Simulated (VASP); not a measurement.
## Eu: single point with PBE

Crystal: Eu.

```
Eu
1.0
    -2.27550    2.27550    2.27550
     2.27550   -2.27550    2.27550
     2.27550    2.27550   -2.27550
Eu
1
Direct
  0.00000 0.00000 0.00000
```

```json
{"Program": "VASP 6.6.1", "Task": "single point", "Functional": "PBE", "Potentials or basis": "VASP PAW PBE potentials, release 64 (Eu)", "Cutoff": "520 eV", "k mesh": "13 × 13 × 13", "Occupations": "fermi-dirac, width 0.05 eV", "Spin": "collinear spin, ferromagnetic start", "Starting moments": "[7.0] μB", "Dipole correction": "no", "Further INCAR settings": "ALGO = Normal; EDIFF = 1e-06; NBANDS = 18"}
```

```json
{
  "Pressure": "-1.5 GPa",
  "Net moment": "7.35 μB per cell",
  "Site moments": "Eu +6.70 μB",
  "Valence electrons inside the program's atomic spheres": "Eu 14.72"
}
```

Levels at points of the mesh, in eV from the Fermi level:
Spin up:
```tsv
k point	band 9	band 10	band 11	band 12	band 13	band 14	band 15	band 16
(0.00, 0.00, 0.00)	-0.40	-0.40	-0.40	-0.36	1.72	1.72	1.72	3.23
```
Spin down:
| k point | band 1 | band 2 | band 3 | band 4 | band 5 | band 6 | band 7 | band 8 | band 9 | band 10 |
| --- | --- | --- | --- | --- | --- | --- | --- | --- | --- | --- |
| (0.00, 0.00, 0.00) | -38.60 | -18.05 | -18.05 | -18.05 | -3.49 | 2.67 | 2.67 | 2.67 | 4.00 | 4.00 |

It took 2.7 min on 1 thread of AMD EPYC 7R13 Processor (Zen 3) (shared host), peak memory 0.25 GiB.

Caveat: spin-orbit coupling is left out, which moves the levels of the heavy elements; semilocal functionals describe open f shells poorly, which spoils levels, moments and volumes. The state reached can hang on the start; a lower one may exist.
